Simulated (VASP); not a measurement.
Input of a VASP 6.6.1 run:

INCAR

```
PREC     = Accurate       # precision mode
ENCUT    = 520            # plane-wave cutoff, eV
EDIFF    = 1E-6           # SCF threshold, eV
ISMEAR   = -1             # smearing method
SIGMA    = 0.1            # smearing width, eV
LREAL    = False          # projectors in reciprocal space
LASPH    = True           # aspherical terms in the spheres
NELM     = 80             # most SCF steps
ALGO     = Normal         # electronic algorithm
ISIF     = 2              # what is computed and relaxed
LWAVE    = False          # write WAVECAR
LCHARG   = False          # write CHGCAR
GGA      = PS             # functional
NBANDS   = 14             # bands
```

The input KPOINTS:

```
Automatic mesh
0
Gamma
  9 9 9
```

Contents of POSCAR:

```
ScAl
1.0
    3.3132133734      0.0000000000      0.0000000000
    0.0000000000      3.3132133734      0.0000000000
    0.0000000000      0.0000000000      3.3132133734
Sc Al
1 1
Direct
    0.5000000000      0.5000000000      0.5000000000
    0.0000000000      0.0000000000      0.0000000000
```

Potentials or basis: VASP PAW PBE potentials, release 64 (Sc_sv, Al).

Command:

```bash
$ cat potpaw_PBE.64/Sc_sv/POTCAR potpaw_PBE.64/Al/POTCAR > POTCAR
$ mpirun -np 1 vasp_std > vasp.out
```

(1) What does it give for the band gap on the k mesh?

(2) Estimate the pressure.

Results:

(1) zero (band 7 reaches 6.58 eV, above the bottom of band 8 at 5.93 eV).

(2) 2.6 GPa.

Caveat: the PAW data sets were made with another functional, which shifts forces and pressure a little.
